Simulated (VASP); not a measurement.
# Pt (Fm-3m) in VASP: further runs, part 2 of 2

VASP 6.6.1. Earlier steps stand in the parts before.

### 4 Single point, PBEsol

This run uses another cell than the first one, of 15.08 Å³/atom, 1.021 times its volume.

INCAR

```
SYSTEM = Pt
ALGO = Normal
EDIFF = 1E-7
ENCUT = 520
GGA = PS
ISIF = 2
ISMEAR = 0
LASPH = .TRUE.
LCHARG = .TRUE.
LELF = .TRUE.
LREAL = .FALSE.
LVHAR = .TRUE.
LWAVE = .FALSE.
NBANDS = 11
NELM = 100
PREC = Accurate
SIGMA = 0.1
```

KPOINTS

```
k-points
0
G
  12 12 12
  0 0 0
```

POSCAR

```
Pt
1.0
    0.0000000000      1.9609000000      1.9609000000
    1.9609000000      0.0000000000      1.9609000000
    1.9609000000      1.9609000000      0.0000000000
Pt
1
Direct
    0.0000000000      0.0000000000      0.0000000000
```

Potentials or basis: VASP PAW PBE potentials, release 64 (Pt).

Command:

```bash
$ cat potpaw_PBE.64/Pt/POTCAR > POTCAR
$ mpirun -np 1 vasp_std > vasp.out
```

OUTCAR:

```text
SYSTEM = Pt
   EDIFF = 1E-7
   ENCUT = 520
   GGA = PS
   ISIF = 2
   ISMEAR = 0
   LASPH = .TRUE.
   LREAL = .FALSE.
   NELM = 100
   PREC = Accurate

 ion  position               nearest neighbor table
   1  0.000  0.000  0.000-

  LATTYP: Found a face centered cubic cell.
 ALAT       =     3.9218000000

  Lattice vectors:

 A1 = (   0.0000000000,   1.9609000000,   1.9609000000)
 A2 = (   1.9609000000,   0.0000000000,   1.9609000000)
 A3 = (   1.9609000000,   1.9609000000,   0.0000000000)

Analysis of symmetry for initial positions (statically):
=====================================================================
 Subroutine PRICEL returns:
 Original cell was already a primitive cell.

 Routine SETGRP: Setting up the symmetry group for a
 face centered cubic supercell.

 Subroutine GETGRP returns: Found 48 space group operations
 (whereof 48 operations were pure point group operations)
 out of a pool of 48 trial point group operations.

The static configuration has the point symmetry O_h .

Analysis of symmetry for dynamics (positions and initial velocities):
=====================================================================
 Subroutine PRICEL returns:
 Original cell was already a primitive cell.

 Routine SETGRP: Setting up the symmetry group for a
 face centered cubic supercell.

 Subroutine GETGRP returns: Found 48 space group operations
 (whereof 48 operations were pure point group operations)
 out of a pool of 48 trial point group operations.

The dynamic configuration has the point symmetry O_h .

 Subroutine INISYM returns: Found 48 space group operations
 (whereof 48 operations are pure point group operations),
 and found     1 'primitive' translations

----------------------------------------------------------------------------------------

                                     Primitive cell

  volume of cell :      15.0798
[... 106 lines left out ...]
     AMIX     =   0.40;   BMIX     =  1.00
     AMIX_MAG =   1.60;   BMIX_MAG =  1.00
  volume/ion in A,a.u.               =      15.08       101.76
  Fermi-wavevector in a.u.,A,eV,Ry     =   1.427609  2.697791 27.729605  2.038068
  Thomas-Fermi vector in A             =   2.547760
   LORBIT       =      0    0 simple, 1 ext, 2 COOP (PROOUT), +10 PAW based schemes
   GGA     = PS    functional components
   LHFCALC =     F    Hartree Fock is set to
   AEXX    =    0.0000 exact exchange contribution
   IVDW    =     0    specifies the selected vdW correction
   LEPSILON=     F    determine dielectric tensor
   LRPA    =     F    only Hartree local field effects (RPA)
 non-spin polarized calculation
 Gauss-broadening in eV      SIGMA  =   0.10
  energy-cutoff  :      520.00
  volume of cell :       15.08
 maximum number of plane-waves:       419
 NGX is ok and might be reduce to    24
   NGX = 11   NGY = 11   NGZ = 11

 number of electron      10.0000000 magnetization

 Free energy of the ion-electron system (eV)
  ---------------------------------------------------
  ext. energy  EPLUGINS =         0.00000000
  ---------------------------------------------------
  free energy    TOTEN  =        -6.97001489 eV

  energy without entropy =       -6.95939399  energy(sigma->0) =       -6.96470444

 E-fermi :  11.1217     XC(G=0): -13.6268

 val. band max:       11.1186281861   @ k =  -0.4167   0.4167   0.1667
 cond. band min:      11.1253764284   @ k =   0.5000   0.4167   0.0833
 fundamental gap:      0.0067482424
 Fermi energy:        11.1216708992

 k-point     1 :       0.0000    0.0000    0.0000
  band No.  band energies     occupation
      1       0.8004      2.00000
      2       7.3003      2.00000
      3       7.3003      2.00000
      4       7.3003      2.00000
      5       9.4807      2.00000
      6       9.4807      2.00000
      7      25.7201      0.00000
      8      30.6785      0.00000
      9      30.6785      0.00000
     10      30.6785      0.00000
     11      35.9743      0.00000
[... 309 lines left out ...]
 k-point    24 :      -0.4167    0.1667    0.0000
  band No.  band energies     occupation
      1       4.5510      2.00000
      2       6.6588      2.00000
      3       7.9282      2.00000
      4       8.1891      2.00000
      5      10.8135      1.99999
      6      14.1002      0.00000
      7      17.0899      0.00000
      8      25.8797      0.00000
      9      27.9769      0.00000
     10      29.6059      0.00000
     11      37.9581      0.00000

 [... further k-points ...]
[... 5 lines left out ...]
  --------------------------------------------------------------------------------------
  -------------------------------------------------------------------------------------
  Total       -0.0982984     -0.0982984     -0.0982984      0.0000000      0.0000000      0.0000000
  in kB      -10.4438542    -10.4438542    -10.4438542      0.0000000      0.0000000      0.0000000
  external PRESSURE =     -10.4438542 kB  Pullay stress =       0.0000000 kB

 VOLUME and BASIS-vectors are now :
 -----------------------------------------------------------------------------
  energy-cutoff  :      520.00
  volume of cell :       15.08
      direct lattice vectors                 reciprocal lattice vectors
     0.000000000  1.960900000  1.960900000    -0.254984956  0.254984956  0.254984956
     1.960900000  0.000000000  1.960900000     0.254984956 -0.254984956  0.254984956
     1.960900000  1.960900000  0.000000000     0.254984956  0.254984956 -0.254984956

 POSITION                                       TOTAL-FORCE (eV/Angst)
 -----------------------------------------------------------------------------------
      0.00000      0.00000      0.00000         0.000000      0.000000      0.000000
 -----------------------------------------------------------------------------------
    total drift:                                0.000000      0.000000     -0.000000

  FREE ENERGIE OF THE ION-ELECTRON SYSTEM (eV)
  ---------------------------------------------------
  free  energy   TOTEN  =        -6.9700148920 eV

  energy  without entropy=       -6.9593939941  energy(sigma->0) =       -6.96470444
```

OSZICAR:

```text
N       E                     dE             d eps       ncg     rms          rms(c)
DAV:   1     0.398209182489E+02    0.39821E+02   -0.53316E+03  1616   0.847E+02
DAV:   2    -0.675368438651E+01   -0.46575E+02   -0.44349E+02  1820   0.174E+02
DAV:   3    -0.741672425701E+01   -0.66304E+00   -0.66081E+00  1806   0.201E+01
DAV:   4    -0.741933101559E+01   -0.26068E-02   -0.26065E-02  1827   0.148E+00
DAV:   5    -0.741935162861E+01   -0.20613E-04   -0.20613E-04  1845   0.123E-01    0.134E+01
DAV:   6    -0.701849160989E+01    0.40086E+00   -0.91290E-01  1725   0.757E+00    0.679E+00
DAV:   7    -0.697442186534E+01    0.44070E-01   -0.16618E-01  1821   0.307E+00    0.257E+00
DAV:   8    -0.697066673617E+01    0.37551E-02   -0.11617E-02  1713   0.964E-01    0.811E-01
DAV:   9    -0.697001022897E+01    0.65651E-03   -0.11586E-03  1734   0.293E-01    0.258E-02
DAV:  10    -0.697001440112E+01   -0.41722E-05   -0.10437E-05  2008   0.251E-02    0.631E-03
DAV:  11    -0.697001489534E+01   -0.49422E-06   -0.14042E-07  1774   0.342E-03    0.102E-03
DAV:  12    -0.697001489203E+01    0.33137E-08   -0.33905E-09   945   0.470E-04
   1 F= -.69700149E+01 E0= -.69647044E+01  d E =-.106209E-01
```

Run time: 8.7 s. Hardware: 1 thread of Intel Xeon 6975P-C, shared host; peak memory 0.15 GiB.

Results:

```yaml
Free_energy: -6.9700 eV
Pressure: -1.0 GPa
Band_gap_on_the_k_mesh: zero (band 5 reaches 11.61 eV, above the bottom of band 6 at 9.37 eV)
```

Caveat: the PAW data sets were made with another functional, which shifts forces and pressure a little; spin-orbit coupling is left out, which moves the levels of the heavy elements.

### 5 Relaxation of cell and atoms, LDA

This run uses another cell than the first one, of 15.08 Å³/atom, 1.021 times its volume.

INCAR

```
SYSTEM = Pt
  PREC = Accurate
  ENCUT = 600
  EDIFF = 1E-6
  ISMEAR = -1
  SIGMA = 0.05
  LREAL = .False.
  LASPH = .True.
  NELM = 80
  ALGO = Normal
  ISIF = 3
  LWAVE = .False.
  LCHARG = .False.
  GGA = CA
  IBRION = 2
  NSW = 80
  EDIFFG = -0.02
```

KPOINTS

```
Automatic mesh
0
Gamma
  12 12 12
  0 0 0
```

POSCAR is that of step 4.

Potentials or basis: VASP PAW LDA potentials, release 64 (Pt).

Command:

```bash
$ cat potpaw_LDA.64/Pt/POTCAR > POTCAR
$ mpirun -np 1 vasp_std > vasp.out
```

OUTCAR:

```text
SYSTEM = Pt
   PREC = Accurate
   ENCUT = 600
   EDIFF = 1E-6
   ISMEAR = -1
   LREAL = .False.
   LASPH = .True.
   NELM = 80
   ISIF = 3
   GGA = CA
   IBRION = 2
   NSW = 80
   EDIFFG = -0.02

 ion  position               nearest neighbor table
   1  0.000  0.000  0.000-

  LATTYP: Found a face centered cubic cell.
 ALAT       =     3.9218000000

  Lattice vectors:

 A1 = (   0.0000000000,   1.9609000000,   1.9609000000)
 A2 = (   1.9609000000,   0.0000000000,   1.9609000000)
 A3 = (   1.9609000000,   1.9609000000,   0.0000000000)

Analysis of symmetry for initial positions (statically):
=====================================================================
 Subroutine PRICEL returns:
 Original cell was already a primitive cell.

 Routine SETGRP: Setting up the symmetry group for a
 face centered cubic supercell.

 Subroutine GETGRP returns: Found 48 space group operations
 (whereof 48 operations were pure point group operations)
 out of a pool of 48 trial point group operations.

[... 167 lines left out ...]
  --------------------------------------------------------------------------------------
  -------------------------------------------------------------------------------------
  Total       -0.4941379     -0.4941379     -0.4941379     -0.0000000      0.0000000      0.0000000
  in kB      -52.5003761    -52.5003761    -52.5003761     -0.0000000      0.0000000      0.0000000
  external PRESSURE =     -52.5003761 kB  Pullay stress =       0.0000000 kB
[... 57 lines left out ...]
--------------------------------------- Ionic step        3  -------------------------------------------

 number of electron       9.9999999 magnetization

 Free energy of the ion-electron system (eV)
  ---------------------------------------------------
  ext. energy  EPLUGINS =         0.00000000
  ---------------------------------------------------
  free energy    TOTEN  =        -7.51510672 eV

  energy without entropy =       -7.49987582  energy(sigma->0) =       -7.50749127

 E-fermi :  11.5135     XC(G=0): -13.7889

 val. band max:       11.5126591460   @ k =   0.5000   0.4167   0.0833
 cond. band min:      11.5153457445   @ k =   0.4167   0.4167   0.0000
 fundamental gap:      0.0026865984
 Fermi energy:        11.5134608152

 k-point     1 :       0.0000    0.0000    0.0000
  band No.  band energies     occupation
      1       1.0408      2.00000
      2       7.5659      2.00000
      3       7.5659      2.00000
      4       7.5659      2.00000
      5       9.8242      2.00000
      6       9.8242      2.00000
      7      26.0552      0.00000
      8      31.0778      0.00000
      9      31.0778      0.00000
[... 265 lines left out ...]
 k-point    24 :      -0.4167    0.1667    0.0000
  band No.  band energies     occupation
      1       4.7789      2.00000
      2       6.9157      2.00000
      3       8.2172      2.00000
      4       8.5093      2.00000
      5      11.1931      1.99671
      6      14.5615      0.00000
      7      17.6268      0.00000
      8      26.3864      0.00000
      9      28.4529      0.00000

 [... further k-points ...]
[... 5 lines left out ...]
  --------------------------------------------------------------------------------------
  -------------------------------------------------------------------------------------
  Total       -0.0111337     -0.0111337     -0.0111337      0.0000000      0.0000000      0.0000000
  in kB       -1.2039562     -1.2039562     -1.2039562      0.0000000      0.0000000      0.0000000
  external PRESSURE =      -1.2039562 kB  Pullay stress =       0.0000000 kB
[... 16 lines left out ...]
  FREE ENERGIE OF THE ION-ELECTRON SYSTEM (eV)
  ---------------------------------------------------
  free  energy   TOTEN  =        -7.5151067234 eV

  energy  without entropy=       -7.4998758216  energy(sigma->0) =       -7.50749127

 reached required accuracy - stopping structural energy minimisation
```

OSZICAR:

```text
N       E                     dE             d eps       ncg     rms          rms(c)
DAV:   1     0.411936276528E+02    0.41194E+02   -0.59849E+03  1328   0.116E+03
DAV:   2    -0.749160973097E+01   -0.48685E+02   -0.47197E+02  1351   0.201E+02
[... 20 lines left out ...]
DAV:   1    -0.776729167707E+01   -0.29650E+00   -0.59704E+00  1313   0.265E+01    0.341E+00
DAV:   2    -0.752793581159E+01    0.23936E+00   -0.73806E-01  1296   0.763E+00    0.177E+00
DAV:   3    -0.751451242053E+01    0.13423E-01   -0.63789E-02  1369   0.212E+00    0.928E-01
DAV:   4    -0.751501197702E+01   -0.49956E-03   -0.19166E-03  1449   0.313E-01    0.171E-01
DAV:   5    -0.751509579717E+01   -0.83820E-04   -0.71544E-05  1664   0.578E-02    0.273E-02
DAV:   6    -0.751510671835E+01   -0.10921E-04   -0.32902E-06  1442   0.112E-02    0.135E-03
DAV:   7    -0.751510672338E+01   -0.50238E-08   -0.28847E-08   659   0.155E-03
   3 F= -.75151067E+01 E0= -.75074913E+01  d E =-.450050E-02
```

Run time: 14 s. Hardware: 1 thread of Intel Xeon 6975P-C, shared host; peak memory 0.15 GiB.

What came out:

- Free energy: -7.5151 eV
- Relaxed volume: 14.82 Å³/atom
- Relaxed cell: a = 2.757 Å, b = 2.757 Å, c = 2.757 Å, α = 60.00°, β = 60.00°, γ = 60.00°
- Space group after relaxing (to 0.05 Å): Fm-3m (No. 225)
- Energy gained by relaxing: 4.5 meV/atom
- Ionic steps: 3
- Pressure after relaxing: -0.1 GPa
- Band gap on the k mesh: zero (band 5 reaches 12.01 eV, above the bottom of band 6 at 9.71 eV)

Step by step:
| step | energy change (eV) | largest force (eV/Å) | pressure (GPa) | volume (Å³) |
| --- | --- | --- | --- | --- |
| 1 | 0.0000 | 0.0000 | -5.25 | 15.08 |
| 2 | 0.0398 | 0.0000 | 19.19 | 14.03 |
| 3 | -0.0045 | 0.0000 | -0.12 | 14.82 |

Final structure:
```cif
data_structure
_symmetry_space_group_name_H-M 'P 1'
_symmetry_Int_Tables_number 1
_cell_length_a 2.7569
_cell_length_b 2.7569
_cell_length_c 2.7569
_cell_angle_alpha 60.000
_cell_angle_beta 60.000
_cell_angle_gamma 60.000
_cell_volume 14.82
loop_
_atom_site_label
_atom_site_type_symbol
_atom_site_fract_x
_atom_site_fract_y
_atom_site_fract_z
_atom_site_occupancy
Pt1 Pt 0.00000 0.00000 0.00000 1
```

Caveat: spin-orbit coupling is left out, which moves the levels of the heavy elements. Zero-point motion and thermal expansion aren't in these numbers.

### 6 Single point, RPBE, non-collinear spin, zero start, spin-orbit coupling (volume scaled by 0.94)

INCAR

```
SYSTEM = Pt
ALGO = Normal
EDIFF = 1E-7
ENCUT = 520
GGA = RP
GGA_COMPAT = .False.
ISIF = 2
ISMEAR = -1
LASPH = .True.
LCHARG = .False.
LMAXMIX = 4
LNONCOLLINEAR = .True.
LORBIT = 11
LORBMOM = .True.
LREAL = .False.
LSORBIT = .True.
LWAVE = .False.
MAGMOM = 0 0 0
NBANDS = 21
NELM = 150
PREC = Accurate
SIGMA = 0.02
```

KPOINTS

```
k-points
0
Gamma
  9 9 9
  0 0 0
```

POSCAR

```
Pt
1.0
    0.0000000000      1.9208704006      1.9208704006
    1.9208704006      0.0000000000      1.9208704006
    1.9208704006      1.9208704006      0.0000000000
Pt
1
Direct
    0.0000000000      0.0000000000      0.0000000000
```

Potentials or basis: VASP PAW PBE potentials, release 64 (Pt).

Command:

```bash
$ cat potpaw_PBE.64/Pt/POTCAR > POTCAR
$ mpirun -np 1 vasp_ncl > vasp.out
```

Run time: 18 s. Hardware: 1 thread of Intel Xeon 6975P-C, shared host; peak memory 0.16 GiB.

Results (log left out):

| Quantity | Value |
| --- | --- |
| Free energy | -5.6988 eV |
| Pressure | 35.7 GPa |
| Net moment | 0.00 μB per cell |
| Valence electrons inside the program's atomic spheres | Pt 9.48 |

Moments on the atoms (μB; x, y, z):
```
Pt  0.00 0.00 0.00
```

Caveat: the cell differs from its parent crystal (volume scaled by 0.94); the PAW data sets were made with another functional, which shifts forces and pressure a little.

### 7 Overview

```csv
task,level,potentials or basis,spin,cell,k mesh,cutoff (eV),smearing,gap on the mesh (eV),pressure (GPa)
single point,LDA,"VASP PAW LDA potentials, release 64 (Pt)",off,"a = 2.754 Å, angles 60.0°, 1 atom",12 × 12 × 12,520,fermi-dirac 0.05 eV,none,0.8
single point,revPBE,"VASP PAW PBE potentials, release 64 (Pt)",off,"a = 2.773 Å, angles 60.0°, 1 atom",12 × 12 × 12,520,fermi-dirac 0.05 eV,none,12.8
single point,PBEsol,"VASP PAW PBE potentials, release 64 (Pt)",off,"a = 2.773 Å, angles 60.0°, 1 atom",12 × 12 × 12,520,gaussian 0.1 eV,none,-1.0
relaxation of cell and atoms,LDA,"VASP PAW LDA potentials, release 64 (Pt)",off,"relaxed from a = 2.773 Å, angles 60.0°, 1 atom",12 × 12 × 12,600,fermi-dirac 0.05 eV,none,-0.1
single point,RPBE,"VASP PAW PBE potentials, release 64 (Pt)","non-collinear, zero start, SOC","a = 2.717 Å, angles 60.0°, 1 atom",9 × 9 × 9,520,fermi-dirac 0.02 eV,-,35.7
```

Caveats: spin-orbit coupling is left out, which moves the levels of the heavy elements (some runs); the PAW data sets were made with another functional, which shifts forces and pressure a little (some runs).

Absolute energies hang on the potentials; compare differences alone.
